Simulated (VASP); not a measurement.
# Ta (Im-3m) in VASP: further runs

The runs below take Ta through single point, with r2SCAN.

Program: VASP 6.6.1. These are calculated values, not measurements. Logs are shortened: lines on timing, memory, paths and dates and some standing lists are left out, and cuts for length are marked.

### Step 1. The cell of the first run

It takes space group Im-3m (No. 229, cubic). The conventional cell has a = 3.307 Å, b = 3.307 Å, c = 3.307 Å, α = 90.00°, β = 90.00°, γ = 90.00°. Ta (site symmetry m-3m) has 14 Ta at 2.86 to 3.31 Å within 3.8 Å.

### Step 2. Single point, r2SCAN

File POSCAR:

```
Ta
1.0
   -1.6533592789      1.6533592789      1.6533592789
    1.6533592789     -1.6533592789      1.6533592789
    1.6533592789      1.6533592789     -1.6533592789
Ta
1
Direct
    0.0000000000      0.0000000000      0.0000000000
```

File INCAR.step1:

```
  PREC = Accurate
  ENCUT = 520
  ISMEAR = -1
  SIGMA = 0.1
  LREAL = False
  LASPH = True
  NELM = 60
  NBANDS = 12
  GGA = PE
  ALGO = Normal
  EDIFF = 1E-4
  LWAVE = True
  LCHARG = False
```

File INCAR.step2:

```
  PREC = Accurate
  ENCUT = 520
  EDIFF = 1E-6
  ISMEAR = -1
  SIGMA = 0.1
  LREAL = False
  LASPH = True
  NELM = 60
  ALGO = Normal
  ISIF = 2
  LWAVE = False
  LCHARG = False
  METAGGA = R2SCAN
  LMIXTAU = True
  NBANDS = 12
  ISTART = 1
```

File KPOINTS:

```
Automatic mesh
0
Gamma
  3 3 3
```

Potentials or basis: VASP PAW PBE potentials, release 64 (Ta_pv).

The run is started by

```console
$ cat potpaw_PBE.64/Ta_pv/POTCAR > POTCAR
$ cp INCAR.step1 INCAR
$ mpirun -np 1 vasp_std > vasp.out
$ cp INCAR.step2 INCAR
$ mpirun -np 1 vasp_std > vasp.out
```

OUTCAR:

```text
PREC = Accurate
   ENCUT = 520
   EDIFF = 1E-6
   ISMEAR = -1
   LREAL = False
   LASPH = True
   NELM = 60
   ISIF = 2
   METAGGA = R2SCAN
   ISTART = 1

 ion  position               nearest neighbor table
   1  0.000  0.000  0.000-

  LATTYP: Found a body centered cubic cell.
 ALAT       =     3.3067185578

  Lattice vectors:

 A1 = (  -1.6533592789,   1.6533592789,   1.6533592789)
 A2 = (   1.6533592789,  -1.6533592789,   1.6533592789)
 A3 = (   1.6533592789,   1.6533592789,  -1.6533592789)

Analysis of symmetry for initial positions (statically):
=====================================================================
 Subroutine PRICEL returns:
 Original cell was already a primitive cell.

 Routine SETGRP: Setting up the symmetry group for a
 body centered cubic supercell.

 Subroutine GETGRP returns: Found 48 space group operations
 (whereof 48 operations were pure point group operations)
 out of a pool of 48 trial point group operations.

The static configuration has the point symmetry O_h .

Analysis of symmetry for dynamics (positions and initial velocities):
=====================================================================
 Subroutine PRICEL returns:
 Original cell was already a primitive cell.

 Routine SETGRP: Setting up the symmetry group for a
 body centered cubic supercell.

 Subroutine GETGRP returns: Found 48 space group operations
 (whereof 48 operations were pure point group operations)
 out of a pool of 48 trial point group operations.

The dynamic configuration has the point symmetry O_h .

 Subroutine INISYM returns: Found 48 space group operations
 (whereof 48 operations are pure point group operations),
 and found     1 'primitive' translations

----------------------------------------------------------------------------------------

                                     Primitive cell

  volume of cell :      18.0785

  direct lattice vectors                    reciprocal lattice vectors
    -1.653359279  1.653359279  1.653359279     0.000000000  0.302414609  0.302414609
     1.653359279 -1.653359279  1.653359279     0.302414609  0.000000000  0.302414609
     1.653359279  1.653359279 -1.653359279     0.302414609  0.302414609  0.000000000

  length of vectors
     2.863702274  2.863702274  2.863702274     0.427678842  0.427678842  0.427678842

  position of ions in fractional coordinates (direct lattice)
     0.000000000  0.000000000  0.000000000

  ion indices of the primitive-cell ions
   primitive index   ion index
                 1           1

----------------------------------------------------------------------------------------

 KPOINTS: Automatic mesh

Automatic generation of k-mesh.
 Grid dimensions read from file:
 generate k-points for:    3    3    3

 Generating k-lattice:

  Cartesian coordinates                     Fractional coordinates (reciprocal lattice)
     0.000000000  0.100804870  0.100804870     0.333333333  0.000000000  0.000000000
     0.100804870  0.000000000  0.100804870     0.000000000  0.333333333  0.000000000
     0.100804870  0.100804870  0.000000000     0.000000000  0.000000000  0.333333333

  Length of vectors
     0.142559614  0.142559614  0.142559614

  Shift w.r.t. Gamma in fractional coordinates (k-lattice)
     0.000000000  0.000000000  0.000000000

 Subroutine IBZKPT returns following result:
 ===========================================

 Found      4 irreducible k-points:

 Following reciprocal coordinates:
            Coordinates               Weight
  0.000000  0.000000  0.000000      1.000000
  0.333333  0.000000  0.000000     12.000000
  0.333333  0.333333  0.000000      8.000000
 -0.333333  0.333333  0.333333      6.000000
   k-points           NKPTS =      4   k-points in BZ     NKDIM =      4   number of bands    NBANDS=     12
   number of dos      NEDOS =    301   number of ions     NIONS =      1
   total plane-waves  NPLWV =  13824
   dimension x,y,z NGX =    24 NGY =   24 NGZ =   24
   dimension x,y,z NGXF=    48 NGYF=   48 NGZF=   48
   ions per type =               1
   NGX,Y,Z   is equivalent  to a cutoff of  13.93, 13.93, 13.93 a.u.
   NGXF,Y,Z  is equivalent  to a cutoff of  27.87, 27.87, 27.87 a.u.
 SYSTEM =  unknown system
   PREC   = accura    normal or accurate (medium, high low for compatibility)
   ISTART =      1    job   : 0-new  1-cont  2-samecut
   ICHARG =      0    charge: 1-file 2-atom 10-const
   ISPIN  =      1    spin polarized calculation?
   LNONCOLLINEAR =      F non collinear calculations
   LSORBIT =      F    spin-orbit coupling
   LASPH  =      T    aspherical Exc in radial PAW
   ENCUT  =  520.0 eV  38.22 Ry    6.18 a.u.   5.32  5.32  5.32*2*pi/ulx,y,z
   NELM   =     60;   NELMIN=  2; NELMDL=  0     # of ELM steps
   EDIFF  = 0.1E-05   stopping-criterion for ELM
   LREAL  =      F    real-space projection
   EDIFFG = 0.1E-04   stopping-criterion for IOM
   NSW    =      0    number of steps for IOM
   IBRION =     -1    ionic relax: 0-MD 1-quasi-New 2-CG
   NFREE  =      0    steps in history (QN), initial steepest desc. (CG)
   ISIF   =      2    stress and relaxation
   ISYM   =      2    0-nonsym 1-usesym 2-fastsym
   POTIM  = 0.5000    time-step for ionic-motion
   TEBEG  =    0.0;   TEEND  =   0.0 temperature during run
   PSTRESS=    0.0 pullay stress
   NELECT =      11.0000    total number of electrons
   NUPDOWN=      -1.0000    fix difference up-down
   EMIN   =  10.00;   EMAX   =-10.00  energy-range for DOS
   EFERMI =   0.00;   METHOD = LEGACY
   ISMEAR =    -1;   SIGMA  =   0.10  broadening in eV -4-tet -1-fermi 0-gaus
   EFERMI_NEDOS =   21; number of points for ismear=-14 and -15
   IALGO  =     38    algorithm
   IMIX   =      4    mixing-type and parameters
     AMIX     =   0.40;   BMIX     =  1.00
     AMIX_MAG =   1.60;   BMIX_MAG =  1.00
  volume/ion in A,a.u.               =      18.08       122.00
  Fermi-wavevector in a.u.,A,eV,Ry     =   1.387241  2.621505 26.183552  1.924437
  Thomas-Fermi vector in A             =   2.511480
   LORBIT       =      0    0 simple, 1 ext, 2 COOP (PROOUT), +10 PAW based schemes
   METAGGA = R2SCAN    functional components
   LHFCALC =     F    Hartree Fock is set to
   AEXX    =    0.0000 exact exchange contribution
   IVDW    =     0    specifies the selected vdW correction
   LEPSILON=     F    determine dielectric tensor
   LRPA    =     F    only Hartree local field effects (RPA)
 non-spin polarized calculation
  energy-cutoff  :      520.00
  volume of cell :       18.08
 maximum number of plane-waves:       490
 NGX is ok and might be reduce to    24
   NGX = 11   NGY = 11   NGZ = 11

 number of electron      11.0000002 magnetization

 Free energy of the ion-electron system (eV)
  ---------------------------------------------------
  ext. energy  EPLUGINS =         0.00000000
  ---------------------------------------------------
  free energy    TOTEN  =       -48.81758703 eV

  energy without entropy =      -48.75618738  energy(sigma->0) =      -48.78688720

 E-fermi :   5.2482     XC(G=0): -13.7577

 val. band max:        5.2315333272   @ k =   0.3333   0.0000   0.0000
 cond. band min:       6.1143328426   @ k =   0.0000   0.0000   0.0000
 fundamental gap:      0.8827995154
 Fermi energy:         5.2482442213

 k-point     1 :       0.0000    0.0000    0.0000
  band No.  band energies     occupation
      1     -29.0091      2.00000
      2     -29.0091      2.00000
      3     -29.0091      2.00000
      4      -3.0205      2.00000
      5       6.1143      0.00035
      6       6.1143      0.00035
      7       6.1143      0.00035
      8       9.5723      0.00000
      9       9.5723      0.00000
     10      17.2711      0.00000
     11      21.0599      0.00000
     12      21.0599      0.00000

 k-point     2 :       0.3333    0.0000    0.0000
  band No.  band energies     occupation
      1     -29.9390      2.00000
      2     -29.3033      2.00000
      3     -29.0150      2.00000
      4       0.3503      2.00000
      5       4.2149      1.99993
      6       5.2315      1.08336
      7       9.2939      0.00000
      8      10.0284      0.00000
      9      10.5995      0.00000
     10      17.2687      0.00000
     11      19.6439      0.00000
     12      20.4292      0.00000

 k-point     3 :       0.3333    0.3333    0.0000
  band No.  band energies     occupation
      1     -29.8523      2.00000
      2     -29.8523      2.00000
      3     -29.1633      2.00000
      4       2.7719      2.00000
      5       4.1573      1.99996
      6       4.1573      1.99996
      7      10.0756      0.00000
      8      10.0756      0.00000
      9      14.6180      0.00000
     10      17.2762      0.00000
     11      17.6752      0.00000
     12      17.6752      0.00000

 k-point     4 :      -0.3333    0.3333    0.3333
  band No.  band energies     occupation
      1     -29.8145      2.00000
      2     -29.6346      2.00000
      3     -29.6346      2.00000
      4       2.3592      2.00000
      5       2.7349      2.00000
      6       7.9568      0.00000
      7       7.9568      0.00000
      8      10.2733      0.00000
      9      10.6457      0.00000
     10      17.2703      0.00000
     11      21.3642      0.00000
     12      21.3642      0.00000

------------------------ aborting loop because EDIFF is reached ----------------------------------------

  FORCE on cell =-STRESS in cart. coord.  units (eV):
  Direction    XX          YY          ZZ          XY          YZ          ZX
  --------------------------------------------------------------------------------------
  -------------------------------------------------------------------------------------
  Total       -0.1225106     -0.1225106     -0.1225106      0.0000000      0.0000000      0.0000000
  in kB      -10.8573146    -10.8573146    -10.8573146      0.0000000      0.0000000      0.0000000
  external PRESSURE =     -10.8573146 kB  Pullay stress =       0.0000000 kB

 VOLUME and BASIS-vectors are now :
 -----------------------------------------------------------------------------
  energy-cutoff  :      520.00
  volume of cell :       18.08
      direct lattice vectors                 reciprocal lattice vectors
    -1.653359279  1.653359279  1.653359279     0.000000000  0.302414609  0.302414609
     1.653359279 -1.653359279  1.653359279     0.302414609  0.000000000  0.302414609
     1.653359279  1.653359279 -1.653359279     0.302414609  0.302414609  0.000000000

 POSITION                                       TOTAL-FORCE (eV/Angst)
 -----------------------------------------------------------------------------------
      0.00000      0.00000      0.00000         0.000000      0.000000      0.000000
 -----------------------------------------------------------------------------------
    total drift:                                0.000000      0.000000     -0.000000

  FREE ENERGIE OF THE ION-ELECTRON SYSTEM (eV)
  ---------------------------------------------------
  free  energy   TOTEN  =       -48.8175870291 eV

  energy  without entropy=      -48.7561873796  energy(sigma->0) =      -48.78688720
```

It took 13 s on 1 thread of Intel Xeon 8259CL, shared host; peak memory 0.14 GiB.

Results:

- Free energy: -48.8176 eV
- Pressure: -1.1 GPa

Caveat: the k points lie up to 0.90 Å⁻¹ apart; the PAW data sets were made with another functional, which shifts forces and pressure a little; spin-orbit coupling is left out, which moves the levels of the heavy elements.

(Part 1 of 2 ends here.)
